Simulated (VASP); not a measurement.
# SnSe in VASP: further runs, part 3 of 3

VASP 6.6.1. The steps go on from the part before.

### 5 Single point, r2SCAN (atom 3 (Se) moved +0.050 Å towards its neighbour atom 1 (Sn) at 2.678 Å)

Contents of POSCAR:

```
SnSe
1.0
    4.2860948229      0.0000000000      0.0000000000
    0.0000000000      4.2860948229      0.0000000000
    0.0000000000      0.0000000000     10.9898489716
Sn Se
2 2
Direct
    0.5000000000      0.0000000000      0.3713940265
    0.0000000000      0.5000000000      0.6286059735
    0.5000000000      0.0000000000      0.6105382294
    0.0000000000      0.5000000000      0.3849121175
```

Contents of INCAR.step1:

```
SYSTEM = SnSe
PREC     = Accurate       ! precision mode
ENCUT    = 520            ! plane-wave cutoff, eV
ISMEAR   = 0              ! smearing method
SIGMA    = 0.05           ! smearing width, eV
LREAL    = .False.        ! projectors in reciprocal space
LASPH    = .True.         ! aspherical terms in the spheres
NELM     = 100            ! most SCF steps
NBANDS   = 28             ! bands
GGA      = PE             ! functional
ALGO     = Normal         ! electronic algorithm
EDIFF    = 1E-4           ! SCF threshold, eV
LWAVE    = .True.         ! write WAVECAR
LCHARG   = .False.        ! write CHGCAR
```

Contents of INCAR.step2:

```
SYSTEM = SnSe
PREC     = Accurate       ! precision mode
ENCUT    = 520            ! plane-wave cutoff, eV
EDIFF    = 1E-6           ! SCF threshold, eV
ISMEAR   = 0              ! smearing method
SIGMA    = 0.05           ! smearing width, eV
LREAL    = .False.        ! projectors in reciprocal space
LASPH    = .True.         ! aspherical terms in the spheres
NELM     = 100            ! most SCF steps
ALGO     = Normal         ! electronic algorithm
ISIF     = 2              ! what is computed and relaxed
LWAVE    = .False.        ! write WAVECAR
LCHARG   = .True.         ! write CHGCAR
METAGGA  = R2SCAN         ! meta-GGA
LMIXTAU  = .True.       
LELF     = .True.         ! ELF
LVHAR    = .True.       
NBANDS   = 28             ! bands
ISTART   = 1
```

Contents of KPOINTS:

```
Automatic mesh
0
Gamma
  6 6 4
  0 0 0
```

Potentials or basis: VASP PAW PBE potentials, release 64 (Sn_d, Se).

Started as:

```bash
cat potpaw_PBE.64/Sn_d/POTCAR potpaw_PBE.64/Se/POTCAR > POTCAR
cp INCAR.step1 INCAR
mpirun -np 1 vasp_std > vasp.out
cp INCAR.step2 INCAR
mpirun -np 1 vasp_std > vasp.out
```

OUTCAR:

```text
SYSTEM = SnSe
   PREC = Accurate
   ENCUT = 520
   EDIFF = 1E-6
   ISMEAR = 0
   LREAL = .False.
   LASPH = .True.
   NELM = 100
   ISIF = 2
   METAGGA = R2SCAN
   ISTART = 1

 ion  position               nearest neighbor table
   1  0.500  0.000  0.371-   3 2.63   4 3.03   4 3.03   4 3.03   4 3.03
   2  0.000  0.500  0.629-   4 2.68   3 3.04   3 3.04   3 3.04   3 3.04
   3  0.500  0.000  0.611-   1 2.63   2 3.04   2 3.04   2 3.04   2 3.04
   4  0.000  0.500  0.385-   2 2.68   1 3.03   1 3.03   1 3.03   1 3.03

  LATTYP: Found a simple tetragonal cell.
 ALAT       =     4.2860948229
 C/A-ratio  =     2.5640704244

  Lattice vectors:

 A1 = (   4.2860948229,   0.0000000000,   0.0000000000)
 A2 = (   0.0000000000,   4.2860948229,   0.0000000000)
 A3 = (   0.0000000000,   0.0000000000,  10.9898489716)

Analysis of symmetry for initial positions (statically):
=====================================================================
 Subroutine PRICEL returns:
 Original cell was already a primitive cell.

 Routine SETGRP: Setting up the symmetry group for a
 simple tetragonal supercell.

 Subroutine GETGRP returns: Found  8 space group operations
 (whereof  4 operations were pure point group operations)
 out of a pool of 16 trial point group operations.

The static configuration has the point symmetry C_2v.
 The point group associated with its full space group is C_4v.

Analysis of symmetry for dynamics (positions and initial velocities):
=====================================================================
 Subroutine PRICEL returns:
 Original cell was already a primitive cell.

 Routine SETGRP: Setting up the symmetry group for a
 simple tetragonal supercell.

 Subroutine GETGRP returns: Found  8 space group operations
 (whereof  4 operations were pure point group operations)
 out of a pool of 16 trial point group operations.

The dynamic configuration has the point symmetry C_2v.
 The point group associated with its full space group is C_4v.

 Subroutine INISYM returns: Found  8 space group operations
 (whereof  4 operations are pure point group operations),
 and found     1 'primitive' translations

----------------------------------------------------------------------------------------

                                     Primitive cell

  volume of cell :     201.8902

  direct lattice vectors                    reciprocal lattice vectors
     4.286094823  0.000000000  0.000000000     0.233312617  0.000000000  0.000000000
     0.000000000  4.286094823  0.000000000     0.000000000  0.233312617  0.000000000
     0.000000000  0.000000000 10.989848972     0.000000000  0.000000000  0.090993061

  length of vectors
     4.286094823  4.286094823 10.989848972     0.233312617  0.233312617  0.090993061

  position of ions in fractional coordinates (direct lattice)
     0.500000000  0.000000000  0.371394026
     0.000000000  0.500000000  0.628605974
     0.500000000  0.000000000  0.610538229
     0.000000000  0.500000000  0.384912118

  ion indices of the primitive-cell ions
   primitive index   ion index
                 1           1
                 2           2
                 3           3
                 4           4

----------------------------------------------------------------------------------------

 KPOINTS: Automatic mesh

Automatic generation of k-mesh.
 Grid dimensions read from file:
 generate k-points for:    6    6    4

 Generating k-lattice:

  Cartesian coordinates                     Fractional coordinates (reciprocal lattice)
     0.038885436  0.000000000  0.000000000     0.166666667  0.000000000  0.000000000
     0.000000000  0.038885436  0.000000000     0.000000000  0.166666667  0.000000000
     0.000000000  0.000000000  0.022748265     0.000000000  0.000000000  0.250000000

  Length of vectors
     0.038885436  0.038885436  0.022748265

  Shift w.r.t. Gamma in fractional coordinates (k-lattice)
     0.000000000  0.000000000  0.000000000

 Subroutine IBZKPT returns following result:
 ===========================================

 Found     30 irreducible k-points:

 Following reciprocal coordinates:
            Coordinates               Weight
  0.000000  0.000000  0.000000      1.000000
  0.166667  0.000000  0.000000      4.000000
  0.333333  0.000000  0.000000      4.000000
  0.500000  0.000000  0.000000      2.000000
  0.166667  0.166667  0.000000      4.000000
  0.333333  0.166667  0.000000      8.000000
[... 16 lines left out ...]
  0.333333  0.000000  0.500000      4.000000
  0.500000  0.000000  0.500000      2.000000
 [... further k-points ...]
   k-points           NKPTS =     30   k-points in BZ     NKDIM =     30   number of bands    NBANDS=     28
   number of dos      NEDOS =    301   number of ions     NIONS =      4
   total plane-waves  NPLWV =  86016
   dimension x,y,z NGX =    32 NGY =   32 NGZ =   84
   dimension x,y,z NGXF=    64 NGYF=   64 NGZF=  168
   ions per type =               2   2
   NGX,Y,Z   is equivalent  to a cutoff of  12.41, 12.41, 12.71 a.u.
   NGXF,Y,Z  is equivalent  to a cutoff of  24.82, 24.82, 25.41 a.u.
 SYSTEM =  SnSe
   PREC   = accura    normal or accurate (medium, high low for compatibility)
   ISTART =      1    job   : 0-new  1-cont  2-samecut
   ICHARG =      0    charge: 1-file 2-atom 10-const
   ISPIN  =      1    spin polarized calculation?
   LNONCOLLINEAR =      F non collinear calculations
   LSORBIT =      F    spin-orbit coupling
   LASPH  =      T    aspherical Exc in radial PAW
   ENCUT  =  520.0 eV  38.22 Ry    6.18 a.u.   7.97  7.97 20.43*2*pi/ulx,y,z
   NELM   =    100;   NELMIN=  2; NELMDL=  0     # of ELM steps
   EDIFF  = 0.1E-05   stopping-criterion for ELM
   LREAL  =      F    real-space projection
   EDIFFG = 0.1E-04   stopping-criterion for IOM
   NSW    =      0    number of steps for IOM
   IBRION =     -1    ionic relax: 0-MD 1-quasi-New 2-CG
   NFREE  =      0    steps in history (QN), initial steepest desc. (CG)
   ISIF   =      2    stress and relaxation
   ISYM   =      2    0-nonsym 1-usesym 2-fastsym
   POTIM  = 0.5000    time-step for ionic-motion
   TEBEG  =    0.0;   TEEND  =   0.0 temperature during run
   PSTRESS=    0.0 pullay stress
   NELECT =      40.0000    total number of electrons
   NUPDOWN=      -1.0000    fix difference up-down
   EMIN   =  10.00;   EMAX   =-10.00  energy-range for DOS
   EFERMI =   0.00;   METHOD = LEGACY
   ISMEAR =     0;   SIGMA  =   0.05  broadening in eV -4-tet -1-fermi 0-gaus
   EFERMI_NEDOS =   21; number of points for ismear=-14 and -15
   IALGO  =     38    algorithm
   IMIX   =      4    mixing-type and parameters
     AMIX     =   0.40;   BMIX     =  1.00
     AMIX_MAG =   1.60;   BMIX_MAG =  1.00
  volume/ion in A,a.u.               =      50.47       340.61
  Fermi-wavevector in a.u.,A,eV,Ry     =   0.954384  1.803524 12.392846  0.910848
  Thomas-Fermi vector in A             =   2.083125
   LORBIT       =      0    0 simple, 1 ext, 2 COOP (PROOUT), +10 PAW based schemes
   METAGGA = R2SCAN    functional components
   LHFCALC =     F    Hartree Fock is set to
   AEXX    =    0.0000 exact exchange contribution
   IVDW    =     0    specifies the selected vdW correction
   LEPSILON=     F    determine dielectric tensor
   LRPA    =     F    only Hartree local field effects (RPA)
 non-spin polarized calculation
 Gauss-broadening in eV      SIGMA  =   0.05
  energy-cutoff  :      520.00
  volume of cell :      201.89
 maximum number of plane-waves:      5484
 NGX is ok and might be reduce to    32
   NGX = 15   NGY = 15   NGZ = 41

 number of electron      40.0000020 magnetization

 Free energy of the ion-electron system (eV)
  ---------------------------------------------------
  ext. energy  EPLUGINS =         0.00000000
  ---------------------------------------------------
  free energy    TOTEN  =       -79.56310249 eV

  energy without entropy =      -79.56310249  energy(sigma->0) =      -79.56310249

 E-fermi :   0.7319     XC(G=0):  -6.1960

 val. band max:        0.4424227376   @ k =   0.3333   0.0000   0.5000
 cond. band min:       2.1827857407   @ k =   0.3333   0.0000   0.5000
 fundamental gap:      1.7403630031
 Fermi energy:         0.7319025575

 k-point     1 :       0.0000    0.0000    0.0000
  band No.  band energies     occupation
      1     -21.3671      2.00000
      2     -21.3616      2.00000
      3     -21.3189      2.00000
      4     -21.2905      2.00000
      5     -21.2905      2.00000
      6     -21.2684      2.00000
[... 20 lines left out ...]
     27       6.6520      0.00000
[... 691 lines left out ...]
      6     -21.2685      2.00000
[... 20 lines left out ...]
     27       7.2508      0.00000
     28       7.3006      0.00000

 [... further k-points ...]
[... 5 lines left out ...]
  --------------------------------------------------------------------------------------
  -------------------------------------------------------------------------------------
  Total        0.0375672      0.0375672      0.7901954      0.0000000      0.0000000      0.0000000
  in kB        0.2981289      0.2981289      6.2708990      0.0000000      0.0000000      0.0000000
  external PRESSURE =       2.2890523 kB  Pullay stress =       0.0000000 kB

 VOLUME and BASIS-vectors are now :
 -----------------------------------------------------------------------------
  energy-cutoff  :      520.00
  volume of cell :      201.89
      direct lattice vectors                 reciprocal lattice vectors
     4.286094823  0.000000000  0.000000000     0.233312617  0.000000000  0.000000000
     0.000000000  4.286094823  0.000000000     0.000000000  0.233312617  0.000000000
     0.000000000  0.000000000 10.989848972     0.000000000  0.000000000  0.090993061

 POSITION                                       TOTAL-FORCE (eV/Angst)
 -----------------------------------------------------------------------------------
      2.14305      0.00000      4.08156         0.000000      0.000000     -0.346281
      0.00000      2.14305      6.90828         0.000000      0.000000     -0.044506
      2.14305      0.00000      6.70972         0.000000      0.000000      0.365204
      0.00000      2.14305      4.23013         0.000000      0.000000      0.025583
 -----------------------------------------------------------------------------------
    total drift:                                0.000000     -0.000000     -0.000942

  FREE ENERGIE OF THE ION-ELECTRON SYSTEM (eV)
  ---------------------------------------------------
  free  energy   TOTEN  =       -79.5631024946 eV

  energy  without entropy=      -79.5631024946  energy(sigma->0) =      -79.56310249
```

Run time: 5.6 min. Hardware: 1 thread of Intel Xeon Platinum 8488C (Sapphire Rapids), shared host; peak memory 0.4 GiB.

What came out:

```
Free energy            : -79.5631 eV
Largest force          : 0.365 eV/Å
Band gap on the k mesh : 1.74 eV
```

Forces in eV/Å, atoms in the order of the input:
```
Sn   0.000  0.000 -0.346
Sn   0.000  0.000 -0.045
Se   0.000  0.000  0.365
Se   0.000  0.000  0.026
```

Levels at points of the mesh, in eV from the valence-band top:
```csv
k point,band 16,band 17,band 18,band 19,band 20,band 21,band 22,band 23,band 24,band 25
"(0.00, 0.00, 0.00)",-3.20,-3.20,-1.76,-1.76,-0.22,1.92,4.19,4.21,4.69,4.69
"(0.50, 0.00, 0.00)",-2.35,-1.69,-1.60,-0.29,-0.13,1.85,1.91,2.31,2.39,3.56
"(0.50, 0.50, 0.00)",-4.95,-3.26,-3.26,-1.77,-1.76,4.01,4.22,5.07,5.07,5.32
"(0.00, 0.00, 0.50)",-3.20,-3.20,-1.76,-1.76,-0.21,1.78,4.21,4.69,4.69,5.14
"(0.50, 0.00, 0.50)",-2.35,-1.69,-1.60,-0.29,-0.13,1.85,1.91,2.31,2.39,3.49
"(0.50, 0.50, 0.50)",-4.95,-3.26,-3.26,-1.77,-1.75,3.98,4.18,5.09,5.09,5.33
```

Caveat: the cell differs from its parent crystal (atom 3 (Se) moved +0.050 Å towards its neighbour atom 1 (Sn) at 2.678 Å); there is no dipole correction, which matters where the two faces differ; the PAW data sets were made with another functional, which shifts forces and pressure a little; spin-orbit coupling is left out, which moves the levels of the heavy elements.

### 6 Summary

| cell | gap on the mesh (eV) | largest force (eV/Å) |
| --- | --- | --- |
| as given, atomic positions A | 1.29 | 0.89 |
| as given, atomic positions B | 1.65 | 1.29 |
| as given, atomic positions C | 1.62 | 0.52 |
| as given, atomic positions D | 1.74 | 0.37 |

Alike in all rows: task single point; level r2SCAN; potentials or basis VASP PAW PBE potentials, release 64 (Sn_d, Se); no spin polarisation; k mesh 6 × 6 × 4; cutoff (eV) 520; smearing gaussian 0.05 eV.

Caveats: there is no dipole correction, which matters where the two faces differ; the PAW data sets were made with another functional, which shifts forces and pressure a little; spin-orbit coupling is left out, which moves the levels of the heavy elements.

Total energies depend on the potentials used, so only differences within one code and one set of settings carry meaning.
